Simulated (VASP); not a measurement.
Write the native input for VASP 6.6.1 that does the following.

```
Task                   : single point
Functional             : PBE
Potentials or basis    : VASP PAW PBE potentials, release 64 (Mo_sv)
Cutoff                 : 520 eV
k mesh                 : 21 × 21 × 18
Occupations            : gaussian, width 0.15 eV
Spin                   : no spin polarisation
Dipole correction      : no
Further INCAR settings : ALGO = Normal; EDIFF = 1e-06; NBANDS = 13
```

The structure of Mo lies in POSCAR:

```
Mo
1.0
    2.7765430532      0.0000000000      0.0000000000
   -1.3882715266      2.4045568187      0.0000000000
    0.0000000000      0.0000000000      2.5551807000
Mo
1
Direct
    0.0000000000      0.0000000000      0.5000000000
```

This cell differs from its parent crystal: strain +0.015 along x and y, +0.000 along z.

These files were run (other wordings do the same):

INCAR

```
  PREC = Accurate
  ENCUT = 520
  EDIFF = 1E-6
  ISMEAR = 0
  SIGMA = 0.15
  LREAL = False
  LASPH = True
  NELM = 80
  ALGO = Normal
  ISIF = 2
  LWAVE = False
  LCHARG = False
  GGA = PE
  NBANDS = 13
```

KPOINTS

```
regular mesh
0
Gamma
  21 21 18
```

Potentials or basis: VASP PAW PBE potentials, release 64 (Mo_sv).

The run is started by

```sh
$ cat potpaw_PBE.64/Mo_sv/POTCAR > POTCAR
$ mpirun -np 1 vasp_std > vasp.out
```

It gave:

```
Pressure               : -2.5 GPa
Band gap on the k mesh : zero (band 7 reaches 11.98 eV, above the bottom of band 8 at 10.24 eV)
```

Caveat: the cell differs from its parent crystal (strain +0.015 along x and y, +0.000 along z).

Wall time 2 min on 1 thread of AMD EPYC 7R13 Processor (Zen 3) (shared host), peak memory 0.18 GiB.
